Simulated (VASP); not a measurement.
Ti3Al, 4 atoms in the cell. The structure is hexagonal, space group P-6m2 (No. 187). Conventional cell: a = 2.930 Å, b = 2.930 Å, c = 9.232 Å, α = 90.00°, β = 90.00°, γ = 120.00°. Ti (site symmetry -6m2) has 12 Ti at 2.86 to 2.93 Å within 3.8 Å. Ti (site symmetry 3m) has 9 Ti at 2.86 to 2.93 Å and 3 Al at 2.86 Å within 3.8 Å. Al (site symmetry -6m2) has 6 Ti at 2.86 Å and 6 Al at 2.93 Å within 3.8 Å. 

```yaml
Program: VASP 6.6.1
Task: single point
Functional: PBE
Potentials_or_basis: VASP PAW PBE potentials, release 64 (Ti_sv, Al)
Cutoff: 520 eV
k_mesh: 18 × 18 × 6
Occupations: gaussian, width 0.1 eV
Spin: no spin polarisation
Dipole_correction: no
Further_INCAR_settings: ALGO = Fast; EDIFF = 1e-07; NBANDS = 28
```

Potentials or basis: VASP PAW PBE potentials, release 64 (Ti_sv, Al).

Command:

```console
$ cat potpaw_PBE.64/Ti_sv/POTCAR potpaw_PBE.64/Al/POTCAR > POTCAR
$ mpirun -np 1 vasp_std > vasp.out
```

Hardware: 1 thread of Intel(R) Xeon(R) 6975P-C (Granite Rapids) (shared host).

How long does it take, and how much memory?

Run time: 8.5 min on 1 thread of Intel(R) Xeon(R) 6975P-C (Granite Rapids) (shared host), peak memory 0.36 GiB. Counts: scf iterations 55, k points 148.
